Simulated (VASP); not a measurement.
# Ga2As3 (Pm-3m) in VASP: a series of runs, part 2 of 2

VASP 6.6.1.

### 4 Single point, PBE

This run uses another cell than the first one, of 24.41 Å³/atom, 0.991 times its volume.

INCAR

```
SYSTEM = Ga2As3
  PREC = Accurate
  ENCUT = 520
  EDIFF = 1E-7
  ISMEAR = 0
  SIGMA = 0.1
  LREAL = .False.
  LASPH = .True.
  NELM = 100
  ALGO = Normal
  ISIF = 2
  LWAVE = .False.
  LCHARG = .False.
  GGA = PE
  NBANDS = 28
```

KPOINTS

```
Automatic mesh
0
Gamma
  4 4 4
  0 0 0
```

POSCAR

```
Ga2As3
1.0
    4.9604551645      0.0000000000      0.0000000000
    0.0000000000      4.9604551645      0.0000000000
    0.0000000000      0.0000000000      4.9604551645
Ga As
2 3
Direct
    0.0000000000      0.0000000000      0.0000000000
    0.5000000000      0.5000000000      0.5000000000
    0.0000000000      0.5000000000      0.5000000000
    0.5000000000      0.0000000000      0.5000000000
    0.5000000000      0.5000000000      0.0000000000
```

Potentials or basis: VASP PAW PBE potentials, release 64 (Ga_d, As).

Launch:

```sh
cat potpaw_PBE.64/Ga_d/POTCAR potpaw_PBE.64/As/POTCAR > POTCAR
mpirun -np 1 vasp_std > vasp.out
```

OUTCAR:

```text
SYSTEM = Ga2As3
   PREC = Accurate
   ENCUT = 520
   EDIFF = 1E-7
   ISMEAR = 0
   LREAL = .False.
   LASPH = .True.
   NELM = 100
   ISIF = 2
   GGA = PE

 ion  position               nearest neighbor table
   1  0.000  0.000  0.000-
   2  0.500  0.500  0.500-   3 2.48   4 2.48   5 2.48   5 2.48   4 2.48   3 2.48
   3  0.000  0.500  0.500-   2 2.48   2 2.48
   4  0.500  0.000  0.500-   2 2.48   2 2.48
   5  0.500  0.500  0.000-   2 2.48   2 2.48

  LATTYP: Found a simple cubic cell.
 ALAT       =     4.9604551645

  Lattice vectors:

 A1 = (   4.9604551645,   0.0000000000,   0.0000000000)
 A2 = (   0.0000000000,   4.9604551645,   0.0000000000)
 A3 = (   0.0000000000,   0.0000000000,   4.9604551645)

Analysis of symmetry for initial positions (statically):
=====================================================================
 Subroutine PRICEL returns:
 Original cell was already a primitive cell.

 Routine SETGRP: Setting up the symmetry group for a
 simple cubic supercell.

 Subroutine GETGRP returns: Found 48 space group operations
 (whereof 48 operations were pure point group operations)
 out of a pool of 48 trial point group operations.

The static configuration has the point symmetry O_h .

Analysis of symmetry for dynamics (positions and initial velocities):
=====================================================================
 Subroutine PRICEL returns:
 Original cell was already a primitive cell.

 Routine SETGRP: Setting up the symmetry group for a
 simple cubic supercell.

 Subroutine GETGRP returns: Found 48 space group operations
 (whereof 48 operations were pure point group operations)
 out of a pool of 48 trial point group operations.

The dynamic configuration has the point symmetry O_h .

 Subroutine INISYM returns: Found 48 space group operations
 (whereof 48 operations are pure point group operations),
 and found     1 'primitive' translations

----------------------------------------------------------------------------------------

                                     Primitive cell

  volume of cell :     122.0575

  direct lattice vectors                    reciprocal lattice vectors
     4.960455164  0.000000000  0.000000000     0.201594404  0.000000000  0.000000000
     0.000000000  4.960455164  0.000000000     0.000000000  0.201594404  0.000000000
     0.000000000  0.000000000  4.960455164     0.000000000  0.000000000  0.201594404

  length of vectors
     4.960455164  4.960455164  4.960455164     0.201594404  0.201594404  0.201594404

  position of ions in fractional coordinates (direct lattice)
     0.000000000  0.000000000  0.000000000
     0.500000000  0.500000000  0.500000000
     0.000000000  0.500000000  0.500000000
     0.500000000  0.000000000  0.500000000
     0.500000000  0.500000000  0.000000000

  ion indices of the primitive-cell ions
   primitive index   ion index
                 1           1
                 2           2
                 3           3
                 4           4
                 5           5

----------------------------------------------------------------------------------------

[... 24 lines left out ...]
 Following reciprocal coordinates:
            Coordinates               Weight
  0.000000  0.000000  0.000000      1.000000
  0.250000  0.000000  0.000000      6.000000
  0.500000  0.000000  0.000000      3.000000
  0.250000  0.250000  0.000000     12.000000
  0.500000  0.250000  0.000000     12.000000
  0.500000  0.500000  0.000000      3.000000
  0.250000  0.250000  0.250000      8.000000
  0.500000  0.250000  0.250000     12.000000
  0.500000  0.500000  0.250000      6.000000
  0.500000  0.500000  0.500000      1.000000
   k-points           NKPTS =     10   k-points in BZ     NKDIM =     10   number of bands    NBANDS=     28
   number of dos      NEDOS =    301   number of ions     NIONS =      5
   total plane-waves  NPLWV =  64000
   dimension x,y,z NGX =    40 NGY =   40 NGZ =   40
   dimension x,y,z NGXF=    80 NGYF=   80 NGZF=   80
   ions per type =               2   3
   NGX,Y,Z   is equivalent  to a cutoff of  13.41, 13.41, 13.41 a.u.
   NGXF,Y,Z  is equivalent  to a cutoff of  26.81, 26.81, 26.81 a.u.
 SYSTEM =  Ga2As3
   PREC   = accura    normal or accurate (medium, high low for compatibility)
   ISTART =      0    job   : 0-new  1-cont  2-samecut
   ICHARG =      2    charge: 1-file 2-atom 10-const
   ISPIN  =      1    spin polarized calculation?
   LNONCOLLINEAR =      F non collinear calculations
   LSORBIT =      F    spin-orbit coupling
   LASPH  =      T    aspherical Exc in radial PAW
   ENCUT  =  520.0 eV  38.22 Ry    6.18 a.u.   9.22  9.22  9.22*2*pi/ulx,y,z
   NELM   =    100;   NELMIN=  2; NELMDL= -5     # of ELM steps
   EDIFF  = 0.1E-06   stopping-criterion for ELM
   LREAL  =      F    real-space projection
   EDIFFG = 0.1E-05   stopping-criterion for IOM
   NSW    =      0    number of steps for IOM
   IBRION =     -1    ionic relax: 0-MD 1-quasi-New 2-CG
   NFREE  =      0    steps in history (QN), initial steepest desc. (CG)
   ISIF   =      2    stress and relaxation
   ISYM   =      2    0-nonsym 1-usesym 2-fastsym
   POTIM  = 0.5000    time-step for ionic-motion
   TEBEG  =    0.0;   TEEND  =   0.0 temperature during run
   PSTRESS=    0.0 pullay stress
   NELECT =      41.0000    total number of electrons
   NUPDOWN=      -1.0000    fix difference up-down
   EMIN   =  10.00;   EMAX   =-10.00  energy-range for DOS
   EFERMI =   0.00;   METHOD = LEGACY
   ISMEAR =     0;   SIGMA  =   0.10  broadening in eV -4-tet -1-fermi 0-gaus
   EFERMI_NEDOS =   21; number of points for ismear=-14 and -15
   IALGO  =     38    algorithm
   IMIX   =      4    mixing-type and parameters
     AMIX     =   0.40;   BMIX     =  1.00
     AMIX_MAG =   1.60;   BMIX_MAG =  1.00
  volume/ion in A,a.u.               =      24.41       164.74
  Fermi-wavevector in a.u.,A,eV,Ry     =   1.138015  2.150536 17.620603  1.295078
  Thomas-Fermi vector in A             =   2.274720
   LORBIT       =      0    0 simple, 1 ext, 2 COOP (PROOUT), +10 PAW based schemes
   GGA     = PE    functional components
   LHFCALC =     F    Hartree Fock is set to
   AEXX    =    0.0000 exact exchange contribution
   IVDW    =     0    specifies the selected vdW correction
   LEPSILON=     F    determine dielectric tensor
   LRPA    =     F    only Hartree local field effects (RPA)
 non-spin polarized calculation
 Gauss-broadening in eV      SIGMA  =   0.10
  energy-cutoff  :      520.00
  volume of cell :      122.06
 maximum number of plane-waves:      3328
 NGX is ok and might be reduce to    40
   NGX = 19   NGY = 19   NGZ = 19

 number of electron      40.9999970 magnetization

 Free energy of the ion-electron system (eV)
  ---------------------------------------------------
  ext. energy  EPLUGINS =         0.00000000
  ---------------------------------------------------
  free energy    TOTEN  =       -16.84577397 eV

  energy without entropy =      -16.81375608  energy(sigma->0) =      -16.82976502

 E-fermi :   3.1781     XC(G=0):  -9.5465

 val. band max:        3.1630875607   @ k =   0.5000   0.2500   0.0000
 cond. band min:       3.1923646938   @ k =   0.5000   0.2500   0.0000
 fundamental gap:      0.0292771331
 Fermi energy:         3.1780800127

 k-point     1 :       0.0000    0.0000    0.0000
  band No.  band energies     occupation
      1     -11.5864      2.00000
      2     -11.5864      2.00000
      3     -11.3809      2.00000
      4     -11.3809      2.00000
      5     -11.3809      2.00000
      6     -11.0828      2.00000
[... 299 lines left out ...]
     27       8.4761      0.00000
     28       8.4761      0.00000

------------------------ aborting loop because EDIFF is reached ----------------------------------------

  FORCE on cell =-STRESS in cart. coord.  units (eV):
  Direction    XX          YY          ZZ          XY          YZ          ZX
  --------------------------------------------------------------------------------------
  -------------------------------------------------------------------------------------
  Total        0.0649041      0.0649041      0.0649041      0.0000000     -0.0000000     -0.0000000
  in kB        0.8519573      0.8519573      0.8519573      0.0000000     -0.0000000     -0.0000000
  external PRESSURE =       0.8519573 kB  Pullay stress =       0.0000000 kB

 VOLUME and BASIS-vectors are now :
 -----------------------------------------------------------------------------
  energy-cutoff  :      520.00
  volume of cell :      122.06
      direct lattice vectors                 reciprocal lattice vectors
     4.960455164  0.000000000  0.000000000     0.201594404  0.000000000  0.000000000
     0.000000000  4.960455164  0.000000000     0.000000000  0.201594404  0.000000000
     0.000000000  0.000000000  4.960455164     0.000000000  0.000000000  0.201594404

 POSITION                                       TOTAL-FORCE (eV/Angst)
 -----------------------------------------------------------------------------------
      0.00000      0.00000      0.00000         0.000000      0.000000      0.000000
      2.48023      2.48023      2.48023         0.000000      0.000000      0.000000
      0.00000      2.48023      2.48023         0.000000      0.000000      0.000000
      2.48023      0.00000      2.48023         0.000000      0.000000      0.000000
      2.48023      2.48023      0.00000         0.000000      0.000000      0.000000
 -----------------------------------------------------------------------------------
    total drift:                               -0.000000      0.000000     -0.000000

  FREE ENERGIE OF THE ION-ELECTRON SYSTEM (eV)
  ---------------------------------------------------
  free  energy   TOTEN  =       -16.8457739710 eV

  energy  without entropy=      -16.8137560763  energy(sigma->0) =      -16.82976502
```

OSZICAR:

```text
N       E                     dE             d eps       ncg     rms          rms(c)
DAV:   1     0.282957339141E+03    0.28296E+03   -0.18726E+04   580   0.183E+03
DAV:   2     0.162737496660E+02   -0.26668E+03   -0.25935E+03   616   0.440E+02
DAV:   3    -0.158030140296E+02   -0.32077E+02   -0.31514E+02   712   0.123E+02
DAV:   4    -0.170046813493E+02   -0.12017E+01   -0.11650E+01   640   0.236E+01
DAV:   5    -0.170313067492E+02   -0.26625E-01   -0.26610E-01   676   0.356E+00    0.311E+00
DAV:   6    -0.168782946728E+02    0.15301E+00   -0.26188E-01   692   0.386E+00    0.175E+00
DAV:   7    -0.168460961323E+02    0.32199E-01   -0.96222E-02   676   0.177E+00    0.425E-01
DAV:   8    -0.168457695415E+02    0.32659E-03   -0.12568E-02   620   0.864E-01    0.881E-02
DAV:   9    -0.168457598894E+02    0.96520E-05   -0.64577E-04   728   0.186E-01    0.315E-02
DAV:  10    -0.168457717840E+02   -0.11895E-04   -0.50536E-05   668   0.690E-02    0.114E-02
DAV:  11    -0.168457742935E+02   -0.25096E-05   -0.54712E-06   672   0.235E-02    0.218E-03
DAV:  12    -0.168457741232E+02    0.17034E-06   -0.55786E-07   664   0.615E-03    0.572E-04
DAV:  13    -0.168457739940E+02    0.12920E-06   -0.56872E-08   344   0.291E-03    0.202E-04
DAV:  14    -0.168457739710E+02    0.23015E-07   -0.14110E-08   316   0.153E-03
   1 F= -.16845774E+02 E0= -.16829765E+02  d E =-.320179E-01
```

It took 35 s on 1 thread of Intel Xeon Platinum 8259CL at 2.50GHz (Skylake/Cascade Lake), shared host; peak memory 0.25 GiB.

Results:

```
Free energy : -16.8458 eV
Pressure    : 0.1 GPa
```

Levels at points of the mesh, in eV from the Fermi level:
| k point | band 18 | band 19 | band 20 | band 21 | band 22 | band 23 |
| --- | --- | --- | --- | --- | --- | --- |
| (0.00, 0.00, 0.00) | -0.87 | 0.33 | 0.33 | 0.33 | 0.39 | 0.39 |
| (0.50, 0.00, 0.00) | -1.18 | -1.18 | -0.46 | 0.33 | 0.72 | 0.72 |
| (0.50, 0.50, 0.00) | -1.33 | -0.84 | -0.69 | -0.69 | 1.16 | 2.18 |
| (0.50, 0.50, 0.50) | -3.34 | 1.23 | 1.23 | 2.27 | 2.27 | 2.27 |

### 5 Summary

| task | cell | k mesh | cutoff (eV) | gap on the mesh (eV) | pressure (GPa) |
| --- | --- | --- | --- | --- | --- |
| single point | a = 4.976 Å, 5 atoms | 8 × 8 × 8 | 520 | none | 0.1 |
| relaxation of cell and atoms | relaxed from a = 4.960 Å, 5 atoms | 8 × 8 × 8 | 600 | none | 0.0 |
| single point | a = 4.960 Å, 5 atoms | 4 × 4 × 4 | 520 | none | 0.1 |

Alike in all rows: level PBE; potentials or basis VASP PAW PBE potentials, release 64 (Ga_d, As); no spin polarisation; smearing gaussian 0.1 eV.

Total energies depend on the potentials used, so only differences within one code and one set of settings carry meaning.
